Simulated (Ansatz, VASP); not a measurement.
## Two plane-wave programs on Al2BN

File INCAR:

```
ALGO = Normal ; EDIFF = 1E-6
ENCUT = 520 ; GGA = PE
ISIF = 2 ; ISMEAR = 0
LASPH = T ; LCHARG = F
LREAL = F ; LWAVE = F
NBANDS = 15 ; NELM = 80
PREC = Accurate ; SIGMA = 0.1
```

Contents of KPOINTS:

```
k-points
0
Gamma
  6 6 6
```

Contents of POSCAR:

```
Al2BN
1.0
    2.5436750000      1.4685914400      2.4031819200
   -2.5436750000      1.4685914400      2.4031819200
    0.0000000000     -2.9371828900      2.4031819200
Al B N
2 1 1
Direct
    0.3097655200      0.3097655200      0.3097655200
    0.6902344800      0.6902344800      0.6902344800
    0.0000000000      0.0000000000      0.0000000000
    0.5000000000      0.5000000000      0.5000000000
```

Input for Ansatz:

```yaml
crystal:
  lattice:
    - [2.543675, 1.46859144, 2.40318192]
    - [-2.543675, 1.46859144, 2.40318192]
    - [0.0, -2.93718289, 2.40318192]
  atoms:
    - { symbol: Al, position: [0.30976552, 0.30976552, 0.30976552] }
    - { symbol: Al, position: [0.69023448, 0.69023448, 0.69023448] }
    - { symbol: B, position: [0.0, 0.0, 0.0] }
    - { symbol: "N", position: [0.5, 0.5, 0.5] }
basis:
  ecutwfc: 420
kpoints:
  mp_grid: { grid: [6, 6, 6] }
hamiltonian:
  xc: pbe
scf:
  occupations: { method: gaussian, width: 0.1 }
  lower_state_search: "off"
output:
  forces: true
  stress: true
  eigenvalues: true
```

Alike in both runs: task single point; functional PBE; k mesh 6 × 6 × 6; occupations gaussian, width 0.1 eV; no spin polarisation.

|  | VASP | Ansatz |
| --- | --- | --- |
| version | VASP 6.6.1 | Ansatz 0.2.0 |
| potentials or method | VASP PAW PBE potentials, release 64 (Al, B, N), cutoff 520 eV | scalar-relativistic, plane waves, PAW |
| valence electrons in the cell | 14 | 14 |

```tsv
	VASP	Ansatz	Ansatz less VASP
gap on the k mesh at the Fermi level (eV)	none	none	-
rms of the force components (eV/Å)	11.188	11.331	+0.1437
```

Atom by atom the forces differ by 0.144 eV/Å (rms over components). A gap of «none» marks a metal or a gap that the smearing closes.
